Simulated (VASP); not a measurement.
# MnO (lda) (R-3m) in VASP: single point with LDA

Aim: the single point of MnO (lda) with LDA.

Everything below comes from runs of VASP 6.6.1. Logs are shortened: lines on timing, memory, paths and dates and some standing lists are left out, and cuts for length are marked.

### Step 1. The cell of the first run

It takes space group R-3m (No. 166, trigonal). The conventional cell has a = 3.109 Å, b = 3.109 Å, c = 7.092 Å, α = 90.00°, β = 90.00°, γ = 120.00°. Within 2.8 Å of Mn (site symmetry -3m) lie 6 O at 2.15 Å. O (site symmetry -3m) has 6 Mn at 2.15 Å within 2.8 Å.

### Step 2. Single point, LDA, collinear spin, antiferromagnetic start

Input file INCAR:

```
SYSTEM = MnO
PREC     = Accurate       ! precision mode
ENCUT    = 520            ! plane-wave cutoff, eV
EDIFF    = 1E-6           ! SCF threshold, eV
ISMEAR   = 0              ! smearing method
SIGMA    = 0.02           ! smearing width, eV
LREAL    = .False.        ! projectors in reciprocal space
LASPH    = .True.         ! aspherical terms in the spheres
NELM     = 150            ! most SCF steps
ALGO     = Normal         ! electronic algorithm
ISIF     = 2              ! what is computed and relaxed
LWAVE    = .False.        ! write WAVECAR
LCHARG   = .False.        ! write CHGCAR
ISPIN    = 2              ! spin polarisation
MAGMOM   = 4.23 -4.23 0 0 ! initial moments
LORBIT   = 11             ! projections on sites
LMAXMIX  = 4              ! l up to which the mixer works
GGA      = CA             ! functional
NBANDS   = 31             ! bands
```

Input file KPOINTS:

```
regular mesh
0
Gamma
  12 12 12
  0 0 0
```

Input file POSCAR:

```
MnO
1.0
   -1.9969506091     -1.9969506091      4.1953160182
   -4.1953160182     -1.9969506091      1.9969506091
   -1.9969506091     -4.1953160182      1.9969506091
Mn O
2 2
Direct
    0.0000000000      0.0000000000      0.0000000000
    0.5000000000      0.5000000000      0.5000000000
    1.2500000000     -0.7500000000     -0.7500000000
    1.7500000000     -0.2500000000     -0.2500000000
```

Potentials or basis: VASP PAW LDA potentials, release 64 (Mn_pv, O).

Run with:

```console
> cat potpaw_LDA.64/Mn_pv/POTCAR potpaw_LDA.64/O/POTCAR > POTCAR
> mpirun -np 1 vasp_std > vasp.out
```

OUTCAR:

```text
SYSTEM = MnO
   PREC = Accurate
   ENCUT = 520
   EDIFF = 1E-6
   ISMEAR = 0
   LREAL = .False.
   LASPH = .True.
   NELM = 150
   ISIF = 2
   ISPIN = 2
   LORBIT = 11
   GGA = CA

 ion  position               nearest neighbor table
   1  0.000  0.000  0.000-   4 2.15   4 2.15   3 2.15   3 2.15   4 2.15   3 2.15   2 2.97   2 2.97
                             2 2.97   2 2.97   2 2.97   2 2.97
   2  0.500  0.500  0.500-   3 2.15   3 2.15   4 2.15   4 2.15   3 2.15   4 2.15   1 2.97   1 2.97
                             1 2.97   1 2.97   1 2.97   1 2.97
   3  0.250  0.250  0.250-   1 2.15   1 2.15   2 2.15   2 2.15   1 2.15   2 2.15
   4  0.750  0.750  0.750-   2 2.15   2 2.15   1 2.15   1 2.15   2 2.15   1 2.15

  LATTYP: Found a trigonal (rhomboedric) cell.
 ALAT       =     5.0573016484
 COS(alpha) =     0.8110434082

  Lattice vectors:

 A1 = (  -1.9969506091,  -1.9969506091,   4.1953160182)
 A2 = (  -4.1953160182,  -1.9969506091,   1.9969506091)
 A3 = (  -1.9969506091,  -4.1953160182,   1.9969506091)

Analysis of symmetry for initial positions (statically):
=====================================================================
 Subroutine PRICEL returns following result:

  LATTYP: Found a trigonal (rhomboedric) cell.
 ALAT       =     2.9682453111
 COS(alpha) =     0.4514702550
[... 12 lines left out ...]
 Subroutine GETGRP returns: Found 12 space group operations
 (whereof 12 operations were pure point group operations)
 out of a pool of 12 trial point group operations.

The static configuration has the point symmetry D_3d.

Analysis of symmetry for dynamics (positions and initial velocities):
=====================================================================
 Subroutine PRICEL returns following result:

  LATTYP: Found a trigonal (rhomboedric) cell.
 ALAT       =     2.9682453111
 COS(alpha) =     0.4514702550
[... 12 lines left out ...]
 Subroutine GETGRP returns: Found 12 space group operations
 (whereof 12 operations were pure point group operations)
 out of a pool of 12 trial point group operations.

The dynamic configuration has the point symmetry D_3d.

Analysis of structural, dynamic, and magnetic symmetry:
=====================================================================
 Subroutine PRICEL returns following result:

  LATTYP: Found a trigonal (rhomboedric) cell.
 ALAT       =     2.9682453111
 COS(alpha) =     0.4514702550
[... 12 lines left out ...]
 Subroutine GETGRP returns: Found 12 space group operations
 (whereof 12 operations were pure point group operations)
 out of a pool of 12 trial point group operations.

The overall configuration has the point symmetry D_3d.

 Subroutine INISYM returns: Found 12 space group operations
 (whereof 12 operations are pure point group operations),
 and found     2 'primitive' translations

[... 131 lines left out ...]
   NGX = 19   NGY = 19   NGZ = 19

 number of electron      38.0000013 magnetization      -0.0000000

 number of electron      38.0000013 magnetization       0.0000000

 Free energy of the ion-electron system (eV)
  ---------------------------------------------------
  ext. energy  EPLUGINS =         0.00000000
  ---------------------------------------------------
  free energy    TOTEN  =       -35.63345066 eV

  energy without entropy =      -35.63345066  energy(sigma->0) =      -35.63345066

 E-fermi :   8.3824     XC(G=0): -12.9745

 val. band max:        8.1720889767   @ k =   0.5000   0.5000   0.5000
 cond. band min:       8.6396675426   @ k =   0.5000  -0.0000  -0.0000
 fundamental gap:      0.4675785659
 Fermi energy:         8.3823646454

 spin component 1

 k-point     1 :       0.0000    0.0000    0.0000
  band No.  band energies     occupation
      1     -41.2494      1.00000
      2     -41.1725      1.00000
      3     -41.1725      1.00000
      4     -37.1355      1.00000
      5     -37.0758      1.00000
      6     -37.0758      1.00000
[... 805 lines left out ...]
     30      19.0337      0.00000
     31      22.3522      0.00000

 [... further k-points ...]

 spin component 2

 k-point     1 :       0.0000    0.0000    0.0000
  band No.  band energies     occupation
      1     -41.2494      1.00000
      2     -41.1725      1.00000
      3     -41.1725      1.00000
      4     -37.1355      1.00000
      5     -37.0758      1.00000
      6     -37.0758      1.00000
[... 805 lines left out ...]
     30      19.0337      0.00000
     31      22.3522      0.00000

 [... further k-points ...]

------------------------ aborting loop because EDIFF is reached ----------------------------------------

  FORCE on cell =-STRESS in cart. coord.  units (eV):
  Direction    XX          YY          ZZ          XY          YZ          ZX
  --------------------------------------------------------------------------------------
  -------------------------------------------------------------------------------------
  Total       -0.0288919     -0.0288919     -0.0288919     -0.0174511      0.0174511      0.0174511
  in kB       -1.1696213     -1.1696213     -1.1696213     -0.7064675      0.7064675      0.7064675
  external PRESSURE =      -1.1696213 kB  Pullay stress =       0.0000000 kB

 VOLUME and BASIS-vectors are now :
 -----------------------------------------------------------------------------
  energy-cutoff  :      520.00
  volume of cell :       39.58
      direct lattice vectors                 reciprocal lattice vectors
    -1.996950609 -1.996950609  4.195316018     0.110923879  0.110923879  0.343959552
    -4.195316018 -1.996950609  1.996950609    -0.343959552  0.110923879 -0.110923879
    -1.996950609 -4.195316018  1.996950609     0.110923879 -0.343959552 -0.110923879

 POSITION                                       TOTAL-FORCE (eV/Angst)
 -----------------------------------------------------------------------------------
      0.00000      0.00000      0.00000        -0.000000      0.000000     -0.000000
     -4.09461     -4.09461      4.09461         0.000000      0.000000      0.000000
     -2.04730     -2.04730      2.04730        -0.000000     -0.000000      0.000000
     -6.14191     -6.14191      6.14191         0.000000      0.000000     -0.000000
 -----------------------------------------------------------------------------------
    total drift:                                0.000000      0.000000      0.000000

  FREE ENERGIE OF THE ION-ELECTRON SYSTEM (eV)
  ---------------------------------------------------
  free  energy   TOTEN  =       -35.6334506650 eV

  energy  without entropy=      -35.6334506650  energy(sigma->0) =      -35.63345066

 total charge

# of ion       s       p       d       tot
------------------------------------------
    1        0.226   6.217   5.053  11.496
    2        0.226   6.217   5.053  11.496
    3        1.553   3.430   0.000   4.982
    4        1.553   3.430   0.000   4.982
--------------------------------------------------
tot          3.557  19.293  10.106  32.956

 magnetization (x)

# of ion       s       p       d       tot
------------------------------------------
    1        0.010   0.012   4.096   4.118
    2       -0.010  -0.012  -4.096  -4.118
    3        0.000   0.000   0.000   0.000
    4        0.000   0.000   0.000   0.000
--------------------------------------------------
tot          0.000   0.000   0.000   0.000
```

OSZICAR:

```text
N       E                     dE             d eps       ncg     rms          rms(c)
DAV:   1     0.439386243253E+03    0.43939E+03   -0.20877E+04 23836   0.155E+03
DAV:   2    -0.686800341987E+01   -0.44625E+03   -0.41964E+03 24234   0.454E+02
DAV:   3    -0.397558985305E+02   -0.32888E+02   -0.32311E+02 26096   0.133E+02
DAV:   4    -0.402227534296E+02   -0.46685E+00   -0.46635E+00 24990   0.166E+01
DAV:   5    -0.402279618930E+02   -0.52085E-02   -0.52083E-02 26791   0.179E+00    0.223E+01
DAV:   6    -0.361546802929E+02    0.40733E+01   -0.17381E+01 28125   0.442E+01    0.191E+01
DAV:   7    -0.356855946008E+02    0.46909E+00   -0.32564E+00 26100   0.215E+01    0.124E+01
DAV:   8    -0.356642344860E+02    0.21360E-01   -0.36926E-01 25578   0.352E+00    0.699E+00
DAV:   9    -0.356315539166E+02    0.32681E-01   -0.31735E-02 27971   0.244E+00    0.135E+00
DAV:  10    -0.356331751578E+02   -0.16212E-02   -0.12314E-02 25109   0.126E+00    0.174E-01
DAV:  11    -0.356334458296E+02   -0.27067E-03   -0.79485E-04 27636   0.214E-01    0.809E-02
DAV:  12    -0.356334495102E+02   -0.36806E-05   -0.22307E-05 24367   0.347E-02    0.519E-02
DAV:  13    -0.356334506312E+02   -0.11209E-05   -0.65292E-06 27236   0.317E-02    0.132E-02
DAV:  14    -0.356334506650E+02   -0.33769E-07   -0.27224E-06 22005   0.158E-02
   1 F= -.35633451E+02 E0= -.35633451E+02  d E =-.128579E-52  mag=     0.0000
```

Wall time 24 min (1 thread of Intel Xeon Platinum 8488C (Sapphire Rapids), shared host); peak memory 0.44 GiB.

Results:

* Free energy: -35.6335 eV
* Pressure: -0.1 GPa
* Band gap on the k mesh: 0.47 eV
* Net moment: 0.00 μB per cell
* Site moments: Mn +4.12, -4.12; O +0.00 μB
* Valence electrons inside the program's atomic spheres: Mn 11.50; O 4.98

A k mesh can miss the band edges.
